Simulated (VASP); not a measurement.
## CuI: single point with HSE06

CuI:

```
CELL_PARAMETERS angstrom
0.00000 3.07227 3.07227
3.07227 0.00000 3.07227
3.07227 3.07227 0.00000
ATOMIC_POSITIONS crystal
Cu 0.00000 0.00000 0.00000
I 0.25000 0.25000 0.25000
```

This cell differs from its parent crystal: strain +2.0%.

| Item | Value |
| --- | --- |
| Program | VASP 6.6.1 |
| Task | single point |
| Functional | HSE06 |
| Potentials or basis | VASP PAW PBE potentials, release 64 (Cu, I) |
| Cutoff | 520 eV |
| k mesh | 6 × 6 × 6 |
| Occupations | gaussian, width 0.01 eV |
| Spin | no spin polarisation |

```json
{
  "Pressure": "-1.1 GPa",
  "Band gap on the k mesh": "2.50 eV"
}
```

Levels at points of the mesh, in eV from the valence-band top:
```csv
k point,band 5,band 6,band 7,band 8,band 9,band 10,band 11,band 12,band 13,band 14
"(0.00, 0.00, 0.00)",-2.30,-2.30,0.00,0.00,0.00,2.50,6.37,6.37,6.37,9.82
"(0.50, 0.00, 0.00)",-2.28,-2.28,-2.23,-0.77,-0.77,3.58,6.86,6.86,8.75,10.62
"(0.50, 0.50, 0.00)",-2.30,-2.23,-2.12,-1.79,-1.79,3.99,4.31,10.59,11.37,11.37
```

Wall time 92 min on 1 thread of Intel(R) Xeon(R) Platinum 8259CL CPU @ 2.50GHz (Skylake/Cascade Lake) (shared host), peak memory 0.32 GiB.

Caveat: the cell differs from its parent crystal (strain +2.0%); the PAW data sets were made with another functional, which shifts forces and pressure a little; spin-orbit coupling is left out, which moves the levels of the heavy elements.
